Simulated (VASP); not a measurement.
Wanted: the native input for a VASP 6.6.1 run.

```
Task                   : single point
Functional             : PBE
Potentials or basis    : VASP PAW PBE potentials, release 64 (C, Si)
Cutoff                 : 520 eV
k mesh                 : 9 × 9 × 1
Occupations            : gaussian, width 0.05 eV
Spin                   : collinear spin
Starting moments       : [0.0, 0.0, 0.0, 0.0, 0.0, 0.0, 0.0, 0.0, 2.0] μB
Dipole correction      : yes
Further INCAR settings : ALGO = Normal; EDIFF = 1e-06; NBANDS = 32
```

The structure of Si5C4 lies in POSCAR:

```
Si5C4
1.0
    3.0920147376      0.0000000000      0.0000000000
   -1.5460073688      2.6777633116      0.0000000000
    0.0000000000      0.0000000000     23.7337369325
C Si
4 5
Direct
    0.3333333333      0.6666666666      0.1685364598
    0.6666666667      0.3333333333      0.2754269373
    0.3333333333      0.6666666666      0.3835939576
    0.6666666667      0.3333333333      0.4915758428
    0.6666666667      0.3333333333      0.1950726408
    0.3333333333      0.6666666666      0.3019631184
    0.6666666667      0.3333333333      0.4085742396
    0.3333333333      0.6666666666      0.5154576781
    0.6666666667      0.8333333333      0.6148477276
```

One way to write it, as run:

INCAR

```
PREC = Accurate
ENCUT = 520
EDIFF = 1E-6
ISMEAR = 0
SIGMA = 0.05
LREAL = False
LASPH = True
NELM = 150
ALGO = Normal
ISIF = 2
LWAVE = False
LCHARG = False
ISPIN = 2
MAGMOM = 0 0 0 0 0 0 0 0 2
LORBIT = 11
LDIPOL = True
IDIPOL = 3
DIPOL = 0.5 0.5 0.373
GGA = PE
NBANDS = 32
```

KPOINTS

```
regular mesh
0
Gamma
  9 9 1
```

Potentials or basis: VASP PAW PBE potentials, release 64 (C, Si).

The run is started by

```console
$ cat potpaw_PBE.64/C/POTCAR potpaw_PBE.64/Si/POTCAR > POTCAR
$ mpirun -np 1 vasp_std > vasp.out
```

It gave:

The largest force is 2.719 eV/Å, the band gap on the k mesh is zero (filled and empty bands overlap) and the net moment is 0.00 μB per cell. The valence electrons inside the program's atomic spheres are C 2.39, 2.53, 2.52 (each value once); Si 1.66, 1.65, 1.50 (each value once).

It took 14 min on 1 thread of Intel(R) Xeon(R) Platinum 8259CL CPU @ 2.50GHz (Skylake/Cascade Lake) (shared host), peak memory 0.52 GiB.
